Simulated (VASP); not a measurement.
# AgCl (F-43m) in VASP: notebook

Aim: see how the results for AgCl move with the level of theory and the settings. Levels: PBEsol, LDA, r2SCAN. Tasks: relaxation of cell and atoms.

Everything below comes from runs of VASP 6.6.1. Logs are shortened: lines on timing, memory, paths and dates and some standing lists are left out, and cuts for length are marked.

**1. The cell of the first run**

The structure is cubic, space group F-43m (No. 216). The conventional cell has a = 6.059 Å, b = 6.059 Å, c = 6.059 Å, α = 90.00°, β = 90.00°, γ = 90.00°. Ag (site symmetry -43m) has 4 Cl at 2.62 Å within 3.5 Å. Within 3.5 Å of Cl (site symmetry -43m) lie 4 Ag at 2.62 Å.

**2. Relaxation of cell and atoms, PBEsol**

The input, INCAR:

```
SYSTEM = AgCl
PREC = Accurate
ENCUT = 600
EDIFF = 1E-6
ISMEAR = -1
SIGMA = 0.02
LREAL = .FALSE.
LASPH = .TRUE.
NELM = 100
ALGO = Normal
ISIF = 3
LWAVE = .FALSE.
LCHARG = .FALSE.
GGA = PS
IBRION = 2
NSW = 80
EDIFFG = -0.005
```

The input, KPOINTS:

```
regular mesh
0
G
  6 6 6
  0 0 0
```

The input, POSCAR:

```
AgCl
1.0
    0.0000000000      3.0293613601      3.0293613601
    3.0293613601      0.0000000000      3.0293613601
    3.0293613601      3.0293613601      0.0000000000
Ag Cl
1 1
Direct
    0.0000000000      0.0000000000      0.0000000000
    0.2500000000      0.2500000000      0.2500000000
```

Potentials or basis: VASP PAW PBE potentials, release 64 (Ag, Cl).

Launch:

```sh
$ cat potpaw_PBE.64/Ag/POTCAR potpaw_PBE.64/Cl/POTCAR > POTCAR
$ mpirun -np 1 vasp_std > vasp.out
```

OUTCAR:

```text
SYSTEM = AgCl
   PREC = Accurate
   ENCUT = 600
   EDIFF = 1E-6
   ISMEAR = -1
   LREAL = .FALSE.
   LASPH = .TRUE.
   NELM = 100
   ISIF = 3
   GGA = PS
   IBRION = 2
   NSW = 80
   EDIFFG = -0.005

 ion  position               nearest neighbor table
   1  0.000  0.000  0.000-   2 2.62   2 2.62   2 2.62   2 2.62
   2  0.250  0.250  0.250-   1 2.62   1 2.62   1 2.62   1 2.62

  LATTYP: Found a face centered cubic cell.
 ALAT       =     6.0587227202

  Lattice vectors:

 A1 = (   0.0000000000,   3.0293613601,   3.0293613601)
 A2 = (   3.0293613601,   0.0000000000,   3.0293613601)
 A3 = (   3.0293613601,   3.0293613601,   0.0000000000)

Analysis of symmetry for initial positions (statically):
=====================================================================
 Subroutine PRICEL returns:
 Original cell was already a primitive cell.

 Routine SETGRP: Setting up the symmetry group for a
 face centered cubic supercell.

 Subroutine GETGRP returns: Found 24 space group operations
 (whereof 24 operations were pure point group operations)
 out of a pool of 48 trial point group operations.

The static configuration has the point symmetry T_d .

Analysis of symmetry for dynamics (positions and initial velocities):
=====================================================================
 Subroutine PRICEL returns:
 Original cell was already a primitive cell.

 Routine SETGRP: Setting up the symmetry group for a
 face centered cubic supercell.

 Subroutine GETGRP returns: Found 24 space group operations
 (whereof 24 operations were pure point group operations)
 out of a pool of 48 trial point group operations.

The dynamic configuration has the point symmetry T_d .

 Subroutine INISYM returns: Found 24 space group operations
 (whereof 24 operations are pure point group operations),
 and found     1 'primitive' translations

----------------------------------------------------------------------------------------

                                     Primitive cell

  volume of cell :      55.6011

  direct lattice vectors                    reciprocal lattice vectors
     0.000000000  3.029361360  3.029361360    -0.165051290  0.165051290  0.165051290
     3.029361360  0.000000000  3.029361360     0.165051290 -0.165051290  0.165051290
     3.029361360  3.029361360  0.000000000     0.165051290  0.165051290 -0.165051290

  length of vectors
     4.284163921  4.284163921  4.284163921     0.285877220  0.285877220  0.285877220

  position of ions in fractional coordinates (direct lattice)
     0.000000000  0.000000000  0.000000000
     0.250000000  0.250000000  0.250000000

  ion indices of the primitive-cell ions
   primitive index   ion index
                 1           1
                 2           2

----------------------------------------------------------------------------------------

 KPOINTS: regular mesh

Automatic generation of k-mesh.
 Grid dimensions read from file:
 generate k-points for:    6    6    6

 Generating k-lattice:

  Cartesian coordinates                     Fractional coordinates (reciprocal lattice)
    -0.027508548  0.027508548  0.027508548     0.166666667  0.000000000  0.000000000
     0.027508548 -0.027508548  0.027508548     0.000000000  0.166666667  0.000000000
     0.027508548  0.027508548 -0.027508548     0.000000000  0.000000000  0.166666667

  Length of vectors
     0.047646203  0.047646203  0.047646203

  Shift w.r.t. Gamma in fractional coordinates (k-lattice)
     0.000000000  0.000000000  0.000000000

 Subroutine IBZKPT returns following result:
 ===========================================

 Found     16 irreducible k-points:

 Following reciprocal coordinates:
            Coordinates               Weight
  0.000000  0.000000  0.000000      1.000000
  0.166667  0.000000  0.000000      8.000000
  0.333333  0.000000  0.000000      8.000000
  0.500000  0.000000  0.000000      4.000000
  0.166667  0.166667  0.000000      6.000000
  0.333333  0.166667  0.000000     24.000000
[... 8 lines left out ...]
 -0.333333  0.333333  0.166667     24.000000
 -0.333333  0.500000  0.166667     12.000000
   k-points           NKPTS =     16   k-points in BZ     NKDIM =     16   number of bands    NBANDS=     13
   number of dos      NEDOS =    301   number of ions     NIONS =      2
   total plane-waves  NPLWV =  46656
   dimension x,y,z NGX =    36 NGY =   36 NGZ =   36
   dimension x,y,z NGXF=    72 NGYF=   72 NGZF=   72
   ions per type =               1   1
   NGX,Y,Z   is equivalent  to a cutoff of  13.97, 13.97, 13.97 a.u.
   NGXF,Y,Z  is equivalent  to a cutoff of  27.94, 27.94, 27.94 a.u.
 SYSTEM =  AgCl
   PREC   = accura    normal or accurate (medium, high low for compatibility)
   ISTART =      0    job   : 0-new  1-cont  2-samecut
   ICHARG =      2    charge: 1-file 2-atom 10-const
   ISPIN  =      1    spin polarized calculation?
   LNONCOLLINEAR =      F non collinear calculations
   LSORBIT =      F    spin-orbit coupling
   LASPH  =      T    aspherical Exc in radial PAW
   ENCUT  =  600.0 eV  44.10 Ry    6.64 a.u.   8.56  8.56  8.56*2*pi/ulx,y,z
   NELM   =    100;   NELMIN=  2; NELMDL= -5     # of ELM steps
   EDIFF  = 0.1E-05   stopping-criterion for ELM
   LREAL  =      F    real-space projection
   EDIFFG = -.5E-02   stopping-criterion for IOM
   NSW    =     80    number of steps for IOM
   IBRION =      2    ionic relax: 0-MD 1-quasi-New 2-CG
   NFREE  =      1    steps in history (QN), initial steepest desc. (CG)
   ISIF   =      3    stress and relaxation
   ISYM   =      2    0-nonsym 1-usesym 2-fastsym
   POTIM  = 0.5000    time-step for ionic-motion
   TEBEG  =    0.0;   TEEND  =   0.0 temperature during run
   PSTRESS=    0.0 pullay stress
   NELECT =      18.0000    total number of electrons
   NUPDOWN=      -1.0000    fix difference up-down
   EMIN   =  10.00;   EMAX   =-10.00  energy-range for DOS
   EFERMI =   0.00;   METHOD = LEGACY
   ISMEAR =    -1;   SIGMA  =   0.02  broadening in eV -4-tet -1-fermi 0-gaus
   EFERMI_NEDOS =   21; number of points for ismear=-14 and -15
   IALGO  =     38    algorithm
   IMIX   =      4    mixing-type and parameters
     AMIX     =   0.40;   BMIX     =  1.00
     AMIX_MAG =   1.60;   BMIX_MAG =  1.00
  volume/ion in A,a.u.               =      27.80       187.61
  Fermi-wavevector in a.u.,A,eV,Ry     =   1.124099  2.124239 17.192304  1.263599
  Thomas-Fermi vector in A             =   2.260769
   LORBIT       =      0    0 simple, 1 ext, 2 COOP (PROOUT), +10 PAW based schemes
   GGA     = PS    functional components
   LHFCALC =     F    Hartree Fock is set to
   AEXX    =    0.0000 exact exchange contribution
   IVDW    =     0    specifies the selected vdW correction
   LEPSILON=     F    determine dielectric tensor
   LRPA    =     F    only Hartree local field effects (RPA)
 conjugate gradient relaxation of ions
 non-spin polarized calculation
  energy-cutoff  :      600.00
  volume of cell :       55.60
 maximum number of plane-waves:      1874
 NGX is ok and might be reduce to    36
   NGX = 17   NGY = 17   NGZ = 17

--------------------------------------- Ionic step        1  -------------------------------------------

 number of electron      18.0000000 magnetization

 Free energy of the ion-electron system (eV)
  ---------------------------------------------------
  ext. energy  EPLUGINS =         0.00000000
  ---------------------------------------------------
  free energy    TOTEN  =        -5.98434140 eV

  energy without entropy =       -5.98434140  energy(sigma->0) =       -5.98434140

------------------------ aborting loop because EDIFF is reached ----------------------------------------

  FORCE on cell =-STRESS in cart. coord.  units (eV):
  Direction    XX          YY          ZZ          XY          YZ          ZX
  --------------------------------------------------------------------------------------
  -------------------------------------------------------------------------------------
  Total       -0.9561851     -0.9561851     -0.9561851      0.0000000     -0.0000000      0.0000000
  in kB      -27.5530258    -27.5530258    -27.5530258      0.0000000     -0.0000000      0.0000000
  external PRESSURE =     -27.5530258 kB  Pullay stress =       0.0000000 kB

 VOLUME and BASIS-vectors are now :
 -----------------------------------------------------------------------------
  energy-cutoff  :      600.00
  volume of cell :       55.60
      direct lattice vectors                 reciprocal lattice vectors
     0.000000000  3.029361360  3.029361360    -0.165051290  0.165051290  0.165051290
     3.029361360  0.000000000  3.029361360     0.165051290 -0.165051290  0.165051290
     3.029361360  3.029361360  0.000000000     0.165051290  0.165051290 -0.165051290
[... 73 lines left out ...]
 POSITION                                       TOTAL-FORCE (eV/Angst)
 -----------------------------------------------------------------------------------
      0.00000      0.00000      0.00000        -0.000000      0.000000     -0.000000
      1.47163      1.47163      1.47163         0.000000     -0.000000      0.000000
 -----------------------------------------------------------------------------------
    total drift:                                0.000000      0.000000      0.000000

  FREE ENERGIE OF THE ION-ELECTRON SYSTEM (eV)
  ---------------------------------------------------
  free  energy   TOTEN  =        -6.0280940860 eV

  energy  without entropy=       -6.0280940860  energy(sigma->0) =       -6.02809409

--------------------------------------- Ionic step        4  -------------------------------------------

 number of electron      17.9999998 magnetization

 Free energy of the ion-electron system (eV)
  ---------------------------------------------------
  ext. energy  EPLUGINS =         0.00000000
  ---------------------------------------------------
  free energy    TOTEN  =        -6.02809107 eV

  energy without entropy =       -6.02809107  energy(sigma->0) =       -6.02809107

 E-fermi :   2.6725     XC(G=0):  -9.0362

 val. band max:        2.2074635671   @ k =   0.0000   0.0000   0.0000
 cond. band min:       3.2397749432   @ k =   0.0000   0.0000   0.0000
 fundamental gap:      1.0323113762
 Fermi energy:         2.6724976314

 k-point     1 :       0.0000    0.0000    0.0000
  band No.  band energies     occupation
      1     -12.9501      2.00000
      2      -2.2604      2.00000
      3      -2.2604      2.00000
      4      -2.2604      2.00000
      5      -0.1385      2.00000
      6      -0.1385      2.00000
      7       2.2075      2.00000
      8       2.2075      2.00000
      9       2.2075      2.00000
     10       3.2398      0.00000
     11      10.1335      0.00000
     12      10.1335      0.00000
     13      10.1335      0.00000

 k-point     2 :       0.1667    0.0000    0.0000
  band No.  band energies     occupation
      1     -12.8972      2.00000
      2      -2.3413      2.00000
      3      -2.2050      2.00000
      4      -2.2050      2.00000
      5      -0.1455      2.00000
      6      -0.1455      2.00000
      7       1.5082      2.00000
      8       2.0645      2.00000
      9       2.0645      2.00000
     10       4.1110      0.00000
     11       9.4043      0.00000
[... 246 lines left out ...]
 POSITION                                       TOTAL-FORCE (eV/Angst)
 -----------------------------------------------------------------------------------
      5.88310      5.88310      5.88310         0.000000     -0.000000     -0.000000
      1.47077      1.47077      1.47077        -0.000000      0.000000      0.000000
 -----------------------------------------------------------------------------------
    total drift:                                0.000000      0.000000      0.000000

  FREE ENERGIE OF THE ION-ELECTRON SYSTEM (eV)
  ---------------------------------------------------
  free  energy   TOTEN  =        -6.0280910747 eV

  energy  without entropy=       -6.0280910747  energy(sigma->0) =       -6.02809107

 reached required accuracy - stopping structural energy minimisation
```

Wall time 62 s (1 thread of Intel Xeon 8259CL, shared host); peak memory 0.22 GiB.

What came out:

```
Free energy                           : -6.0281 eV
Relaxed volume                        : 25.45 Å³/atom
Relaxed cell                          : a = 4.160 Å, b = 4.160 Å, c = 4.160 Å, α = 60.00°, β = 60.00°, γ = 60.00°
Space group after relaxing (to 0.1 Å) : F-43m (No. 216)
Energy gained by relaxing             : 21.9 meV/atom
Ionic steps                           : 4
Pressure after relaxing               : 0.0 GPa
Band gap on the k mesh                : 1.03 eV
```

The path:
```
step  energy change (eV)  largest force (eV/Å)  pressure (GPa)  volume (Å³)
   1              0.0000                0.0000           -2.76        55.60
   2             -0.0419                0.0000           -0.65        51.84
   3             -0.0438                0.0000           -0.04        50.99
   4             -0.0437                0.0000            0.01        50.90
```

Final structure:
```cif
data_structure
_symmetry_space_group_name_H-M 'P 1'
_symmetry_Int_Tables_number 1
_cell_length_a 4.1600
_cell_length_b 4.1600
_cell_length_c 4.1600
_cell_angle_alpha 60.000
_cell_angle_beta 60.000
_cell_angle_gamma 60.000
_cell_volume 50.90
loop_
_atom_site_label
_atom_site_type_symbol
_atom_site_fract_x
_atom_site_fract_y
_atom_site_fract_z
_atom_site_occupancy
Ag1 Ag 0.00000 0.00000 0.00000 1
Cl1 Cl 0.25000 0.25000 0.25000 1
```

Caveat: the PAW data sets were made with another functional, which shifts forces and pressure a little.

(Continued in part 2 of 2.)
